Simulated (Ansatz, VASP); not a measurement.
One calculation of SiC, two programs

```
Si C
1.0
    -3.07600    0.00000    0.00000
    -1.53800   -2.66389    0.00000
    -4.22965   -2.44199   10.09600
Si C
4 4
Direct
  0.73404 0.73404 0.65375
  0.19239 0.19239 0.15375
  0.83820 0.83820 0.90375
  0.29655 0.29655 0.40375
  0.55758 0.55758 0.84625
  0.01593 0.01593 0.34625
  0.57843 0.57843 0.09625
  0.12008 0.12008 0.59625
```

Alike in both runs: task single point; functional r2SCAN; k mesh 8 × 8 × 3; occupations gaussian, width 0.05 eV; no spin polarisation.

|  | VASP | Ansatz |
| --- | --- | --- |
| version | VASP 6.6.1 | Ansatz 0.2.0 |
| potentials or method | VASP PAW PBE potentials, release 64 (Si, C), cutoff 520 eV | scalar-relativistic, plane waves, PAW |
| valence electrons in the cell | 32 | 32 |

VASP gave:

```
gap on the k mesh at the Fermi level (eV)                     : 2.70
least direct gap on the mesh (eV)                             : 4.44
pressure (GPa)                                                : -0.2
traceless stress, the component that is largest in VASP (GPa) : -6.22
rms of the force components (eV/Å)                            : 0.583
```

Problem. Estimate Ansatz's values.

Solution. gap on the k mesh at the Fermi level (eV): 2.70; least direct gap on the mesh (eV): 4.43; pressure (GPa): 0.0; traceless stress, the component that is largest in VASP (GPa): -6.19; rms of the force components (eV/Å): 0.583.

VASP's potentials were made for PBE, not for r2SCAN. Atom by atom the forces differ by 0.002 eV/Å (rms over components). The functional is the same, so the differences come from potentials, cutoffs and numerics.
